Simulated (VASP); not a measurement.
# Al2Cu (Fm-3m) in VASP: further runs

The runs below take Al2Cu through single point, relaxation of cell and atoms, with PBEsol.

All numbers are computed with VASP 6.6.1; they aren't measurements. Logs are shortened: lines on timing, memory, paths and dates and some standing lists are left out, and cuts for length are marked.

### Step 1. The cell of the first run

Symmetry: Fm-3m, No. 225, cubic system. The conventional cell has a = 5.725 Å, b = 5.725 Å, c = 5.725 Å, α = 90.00°, β = 90.00°, γ = 90.00°. Within 3.3 Å of Al (site symmetry -43m) lie 4 Cu at 2.48 Å and 6 Al at 2.86 Å. Within 3.3 Å of Cu (site symmetry m-3m) lie 8 Al at 2.48 Å.

### Step 2. Single point, PBEsol

The input, INCAR:

```
PREC = Accurate ; ENCUT = 520
EDIFF = 1E-7 ; ISMEAR = 0
SIGMA = 0.1 ; LREAL = False
LASPH = True ; NELM = 100
ALGO = Fast ; ISIF = 2
LWAVE = False ; LCHARG = True
GGA = PS ; LELF = True
LVHAR = True ; NBANDS = 16
```

The input, KPOINTS:

```
Automatic mesh
0
Gamma
  12 12 12
```

The input, POSCAR:

```
Al2Cu
1.0
    0.0000000000      2.8624358738      2.8624358738
    2.8624358738      0.0000000000      2.8624358738
    2.8624358738      2.8624358738      0.0000000000
Al Cu
2 1
Direct
    0.2500000000      0.2500000000      0.2500000000
    0.7500000000      0.7500000000      0.7500000000
    0.0000000000      0.0000000000      0.0000000000
```

Potentials or basis: VASP PAW PBE potentials, release 64 (Al, Cu).

Command:

```
cat potpaw_PBE.64/Al/POTCAR potpaw_PBE.64/Cu/POTCAR > POTCAR
mpirun -np 1 vasp_std > vasp.out
```

OUTCAR:

```text
PREC = Accurate
   ENCUT = 520
   EDIFF = 1E-7
   ISMEAR = 0
   LREAL = False
   LASPH = True
   NELM = 100
   ISIF = 2
   GGA = PS

 ion  position               nearest neighbor table
   1  0.250  0.250  0.250-   3 2.48   3 2.48   3 2.48   3 2.48   2 2.86   2 2.86   2 2.86   2 2.86
                             2 2.86   2 2.86
   2  0.750  0.750  0.750-   3 2.48   3 2.48   3 2.48   3 2.48   1 2.86   1 2.86   1 2.86   1 2.86
                             1 2.86   1 2.86
   3  0.000  0.000  0.000-   1 2.48   2 2.48   2 2.48   2 2.48   2 2.48   1 2.48   1 2.48   1 2.48

  LATTYP: Found a face centered cubic cell.
 ALAT       =     5.7248717476

  Lattice vectors:

 A1 = (   0.0000000000,   2.8624358738,   2.8624358738)
 A2 = (   2.8624358738,   0.0000000000,   2.8624358738)
 A3 = (   2.8624358738,   2.8624358738,   0.0000000000)

Analysis of symmetry for initial positions (statically):
=====================================================================
 Subroutine PRICEL returns:
 Original cell was already a primitive cell.

 Routine SETGRP: Setting up the symmetry group for a
 face centered cubic supercell.

 Subroutine GETGRP returns: Found 48 space group operations
 (whereof 48 operations were pure point group operations)
 out of a pool of 48 trial point group operations.

The static configuration has the point symmetry O_h .

Analysis of symmetry for dynamics (positions and initial velocities):
=====================================================================
 Subroutine PRICEL returns:
 Original cell was already a primitive cell.

 Routine SETGRP: Setting up the symmetry group for a
 face centered cubic supercell.

 Subroutine GETGRP returns: Found 48 space group operations
 (whereof 48 operations were pure point group operations)
 out of a pool of 48 trial point group operations.

The dynamic configuration has the point symmetry O_h .

 Subroutine INISYM returns: Found 48 space group operations
 (whereof 48 operations are pure point group operations),
 and found     1 'primitive' translations

----------------------------------------------------------------------------------------

                                     Primitive cell

  volume of cell :      46.9070

  direct lattice vectors                    reciprocal lattice vectors
     0.000000000  2.862435874  2.862435874    -0.174676402  0.174676402  0.174676402
     2.862435874  0.000000000  2.862435874     0.174676402 -0.174676402  0.174676402
     2.862435874  2.862435874  0.000000000     0.174676402  0.174676402 -0.174676402

  length of vectors
     4.048095634  4.048095634  4.048095634     0.302548404  0.302548404  0.302548404

  position of ions in fractional coordinates (direct lattice)
     0.250000000  0.250000000  0.250000000
     0.750000000  0.750000000  0.750000000
     0.000000000  0.000000000  0.000000000

  ion indices of the primitive-cell ions
   primitive index   ion index
                 1           1
                 2           2
                 3           3

----------------------------------------------------------------------------------------

 KPOINTS: Automatic mesh

Automatic generation of k-mesh.
 Grid dimensions read from file:
 generate k-points for:   12   12   12

 Generating k-lattice:

  Cartesian coordinates                     Fractional coordinates (reciprocal lattice)
    -0.014556367  0.014556367  0.014556367     0.083333333  0.000000000  0.000000000
     0.014556367 -0.014556367  0.014556367     0.000000000  0.083333333  0.000000000
     0.014556367  0.014556367 -0.014556367     0.000000000  0.000000000  0.083333333

  Length of vectors
     0.025212367  0.025212367  0.025212367

  Shift w.r.t. Gamma in fractional coordinates (k-lattice)
     0.000000000  0.000000000  0.000000000

 Subroutine IBZKPT returns following result:
 ===========================================

 Found     72 irreducible k-points:

 Following reciprocal coordinates:
            Coordinates               Weight
  0.000000  0.000000  0.000000      1.000000
  0.083333  0.000000  0.000000      8.000000
  0.166667  0.000000  0.000000      8.000000
  0.250000  0.000000  0.000000      8.000000
  0.333333  0.000000  0.000000      8.000000
  0.416667  0.000000  0.000000      8.000000
[... 16 lines left out ...]
  0.500000  0.166667  0.000000     24.000000
 -0.416667  0.166667  0.000000     24.000000
 [... further k-points ...]
   k-points           NKPTS =     72   k-points in BZ     NKDIM =     72   number of bands    NBANDS=     16
   number of dos      NEDOS =    301   number of ions     NIONS =      3
   total plane-waves  NPLWV =  27000
   dimension x,y,z NGX =    30 NGY =   30 NGZ =   30
   dimension x,y,z NGXF=    60 NGYF=   60 NGZF=   60
   ions per type =               2   1
   NGX,Y,Z   is equivalent  to a cutoff of  12.32, 12.32, 12.32 a.u.
   NGXF,Y,Z  is equivalent  to a cutoff of  24.64, 24.64, 24.64 a.u.
 SYSTEM =  unknown system
   PREC   = accura    normal or accurate (medium, high low for compatibility)
   ISTART =      0    job   : 0-new  1-cont  2-samecut
   ICHARG =      2    charge: 1-file 2-atom 10-const
   ISPIN  =      1    spin polarized calculation?
   LNONCOLLINEAR =      F non collinear calculations
   LSORBIT =      F    spin-orbit coupling
   LASPH  =      T    aspherical Exc in radial PAW
   ENCUT  =  520.0 eV  38.22 Ry    6.18 a.u.   7.53  7.53  7.53*2*pi/ulx,y,z
   NELM   =    100;   NELMIN=  2; NELMDL= -5     # of ELM steps
   EDIFF  = 0.1E-06   stopping-criterion for ELM
   LREAL  =      F    real-space projection
   EDIFFG = 0.1E-05   stopping-criterion for IOM
   NSW    =      0    number of steps for IOM
   IBRION =     -1    ionic relax: 0-MD 1-quasi-New 2-CG
   NFREE  =      0    steps in history (QN), initial steepest desc. (CG)
   ISIF   =      2    stress and relaxation
   ISYM   =      2    0-nonsym 1-usesym 2-fastsym
   POTIM  = 0.5000    time-step for ionic-motion
   TEBEG  =    0.0;   TEEND  =   0.0 temperature during run
   PSTRESS=    0.0 pullay stress
   NELECT =      17.0000    total number of electrons
   NUPDOWN=      -1.0000    fix difference up-down
   EMIN   =  10.00;   EMAX   =-10.00  energy-range for DOS
   EFERMI =   0.00;   METHOD = LEGACY
   ISMEAR =     0;   SIGMA  =   0.10  broadening in eV -4-tet -1-fermi 0-gaus
   EFERMI_NEDOS =   21; number of points for ismear=-14 and -15
   IALGO  =     68    algorithm
   IMIX   =      4    mixing-type and parameters
     AMIX     =   0.40;   BMIX     =  1.00
     AMIX_MAG =   1.60;   BMIX_MAG =  1.00
  volume/ion in A,a.u.               =      15.64       105.51
  Fermi-wavevector in a.u.,A,eV,Ry     =   1.167200  2.205689 18.535985  1.362356
  Thomas-Fermi vector in A             =   2.303703
   LORBIT       =      0    0 simple, 1 ext, 2 COOP (PROOUT), +10 PAW based schemes
   GGA     = PS    functional components
   LHFCALC =     F    Hartree Fock is set to
   AEXX    =    0.0000 exact exchange contribution
   IVDW    =     0    specifies the selected vdW correction
   LEPSILON=     F    determine dielectric tensor
   LRPA    =     F    only Hartree local field effects (RPA)
 non-spin polarized calculation
 RMM-DIIS sequential band-by-band and
 Gauss-broadening in eV      SIGMA  =   0.10
  energy-cutoff  :      520.00
  volume of cell :       46.91
 maximum number of plane-waves:      1283
   NGX = 15   NGY = 15   NGZ = 15

 number of electron      17.0000004 magnetization

 Free energy of the ion-electron system (eV)
  ---------------------------------------------------
  ext. energy  EPLUGINS =         0.00000000
  ---------------------------------------------------
  free energy    TOTEN  =       -13.01357712 eV

  energy without entropy =      -13.00799447  energy(sigma->0) =      -13.01078580

 E-fermi :   7.0820     XC(G=0): -10.6384

 val. band max:        7.0743162753   @ k =   0.2500   0.1667   0.0000
 cond. band min:       7.1005075580   @ k =   0.5000   0.0833   0.0000
 fundamental gap:      0.0261912828
 Fermi energy:         7.0820182028

 k-point     1 :       0.0000    0.0000    0.0000
  band No.  band energies     occupation
      1      -3.1996      2.00000
      2       2.4767      2.00000
      3       2.4767      2.00000
      4       2.4767      2.00000
      5       3.0464      2.00000
      6       3.0464      2.00000
[... 8 lines left out ...]
     15      14.1347      0.00000
     16      14.1348      0.00000

 k-point     2 :       0.0833    0.0000    0.0000
  band No.  band energies     occupation
      1      -3.1054      2.00000
      2       2.4462      2.00000
      3       2.4914      2.00000
      4       2.4914      2.00000
      5       3.0425      2.00000
      6       3.0425      2.00000
[... 8 lines left out ...]
     15      13.2399      0.00000
     16      13.8923      0.00000

 k-point     3 :       0.1667    0.0000    0.0000
  band No.  band energies     occupation
      1      -2.8245      2.00000
      2       2.3524      2.00000
      3       2.5295      2.00000
      4       2.5295      2.00000
      5       3.0359      2.00000
      6       3.0359      2.00000
[... 8 lines left out ...]
     15      13.2129      0.00000
     16      13.7936      0.00000

 k-point     4 :       0.2500    0.0000    0.0000
  band No.  band energies     occupation
      1      -2.3621      2.00000
      2       2.1732      2.00000
      3       2.5743      2.00000
      4       2.5743      2.00000
      5       3.0392      2.00000
      6       3.0392      2.00000
[... 8 lines left out ...]
     15      13.3842      0.00000
     16      14.9617      0.00000

 k-point     5 :       0.3333    0.0000    0.0000
  band No.  band energies     occupation
      1      -1.7311      2.00000
      2       1.8129      2.00000
      3       2.6063      2.00000
      4       2.6063      2.00000
      5       3.0619      2.00000
      6       3.0619      2.00000
[... 8 lines left out ...]
     15      14.5689      0.00000
     16      16.2420      0.00000

 k-point     6 :       0.4167    0.0000    0.0000
  band No.  band energies     occupation
      1      -0.9711      2.00000
      2       1.1334      2.00000
      3       2.6196      2.00000
      4       2.6196      2.00000
      5       3.0934      2.00000
      6       3.0935      2.00000
[... 8 lines left out ...]
     15      15.9216      0.00000
     16      17.6153      0.00000
[... 267 lines left out ...]
 k-point    21 :       0.3333    0.1667    0.0000
  band No.  band energies     occupation
      1      -1.8398      2.00000
      2       2.0781      2.00000
      3       2.6159      2.00000
      4       2.6477      2.00000
      5       2.9274      2.00000
      6       3.1200      2.00000
[... 8 lines left out ...]
     15      15.7528      0.00000
     16      16.8056      0.00000

 k-point    22 :       0.4167    0.1667    0.0000
  band No.  band energies     occupation
      1      -1.1619      2.00000
      2       1.7303      2.00000
      3       2.5935      2.00000
      4       2.6809      2.00000
      5       2.9977      2.00000
      6       3.1299      2.00000
[... 8 lines left out ...]
     15      16.9402      0.00000
     16      18.1488      0.00000

 k-point    23 :       0.5000    0.1667    0.0000
  band No.  band energies     occupation
      1      -0.3884      2.00000
      2       1.0789      2.00000
      3       2.5605      2.00000
      4       2.6998      2.00000
      5       3.0909      2.00000
      6       3.1162      2.00000
[... 8 lines left out ...]
     15      17.0196      0.00000
     16      18.1296      0.00000

 k-point    24 :      -0.4167    0.1667    0.0000
  band No.  band energies     occupation
      1      -0.1685      2.00000
      2       0.8645      2.00000
      3       2.5363      2.00000
      4       2.7100      2.00000
      5       3.0058      2.00000
      6       3.0695      2.00000
[... 8 lines left out ...]
     15      15.5929      0.00000
     16      16.5864      0.00000

 [... further k-points ...]

------------------------ aborting loop because EDIFF is reached ----------------------------------------

  FORCE on cell =-STRESS in cart. coord.  units (eV):
  Direction    XX          YY          ZZ          XY          YZ          ZX
  --------------------------------------------------------------------------------------
  -------------------------------------------------------------------------------------
  Total        0.0976631      0.0976631      0.0976631      0.0000000     -0.0000000      0.0000000
  in kB        3.3358287      3.3358287      3.3358287      0.0000000     -0.0000000      0.0000000
  external PRESSURE =       3.3358287 kB  Pullay stress =       0.0000000 kB

 VOLUME and BASIS-vectors are now :
 -----------------------------------------------------------------------------
  energy-cutoff  :      520.00
  volume of cell :       46.91
      direct lattice vectors                 reciprocal lattice vectors
     0.000000000  2.862435874  2.862435874    -0.174676402  0.174676402  0.174676402
     2.862435874  0.000000000  2.862435874     0.174676402 -0.174676402  0.174676402
     2.862435874  2.862435874  0.000000000     0.174676402  0.174676402 -0.174676402

 POSITION                                       TOTAL-FORCE (eV/Angst)
 -----------------------------------------------------------------------------------
      1.43122      1.43122      1.43122        -0.000000     -0.000000     -0.000000
      4.29365      4.29365      4.29365         0.000000      0.000000      0.000000
      0.00000      0.00000      0.00000         0.000000     -0.000000     -0.000000
 -----------------------------------------------------------------------------------
    total drift:                                0.000000     -0.000000     -0.000000

  FREE ENERGIE OF THE ION-ELECTRON SYSTEM (eV)
  ---------------------------------------------------
  free  energy   TOTEN  =       -13.0135771232 eV

  energy  without entropy=      -13.0079944750  energy(sigma->0) =      -13.01078580
```

Run time: 2.2 min. Hardware: 1 thread of AMD EPYC 7R13 (Zen 3), shared host; peak memory 0.17 GiB.

What came out:

| Item | Value |
| --- | --- |
| Free energy | -13.0136 eV |
| Pressure | 0.3 GPa |

Caveat: the PAW data sets were made with another functional, which shifts forces and pressure a little.

(Part 1 of 2 ends here.)
